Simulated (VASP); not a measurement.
Runs of VASP 6.6.1 on SiC5. The structure is that of space group I4/mmm (No. 139), or close to it. The cells are those of the table. The cell was generated, and may not be a known phase.

| task | spin | cell | k mesh | cutoff (eV) | gap on the mesh (eV) | pressure (GPa) | moment (μB) | relaxed volume (Å³/atom) |
| --- | --- | --- | --- | --- | --- | --- | --- | --- |
| single point | off | a = 3.992 Å, angles 118.9, 118.9, 92.0°, 6 atoms | 14 × 14 × 14 | 520 | none | 0.1 | - | - |
| relaxation of cell and atoms | collinear | relaxed from a = 5.770 Å, angles 113.3, 113.3, 102.1°, 6 atoms | 4 × 4 × 4 | 600 | none | -0.2 | 0.00 | (a) |
| relaxation of cell and atoms | off | relaxed from a = 3.986 Å, angles 118.5, 118.5, 92.6°, 6 atoms | 14 × 14 × 14 | 600 | none | -0.1 | - | 7.62 |
| single point | collinear | a = 3.984 Å, angles 118.6, 118.6, 92.4°, 6 atoms | 4 × 4 × 4 | 520 | none | 0.1 | 0.00 | - |

Alike in all rows: level PBE; potentials or basis VASP PAW PBE potentials, release 64 (Si, C); smearing gaussian 0.1 eV.

Problem. Estimate the missing entries.

Solution. (a) 7.61.

Caveats: some runs use coarse meshes; semilocal functionals underestimate gaps, and a narrow one can read as zero (at least some runs); the volume moved by over 15 % at a fixed basis, so the end points are rough (at least some runs).

A gap of «none» marks levels without a gap at the run's occupations.
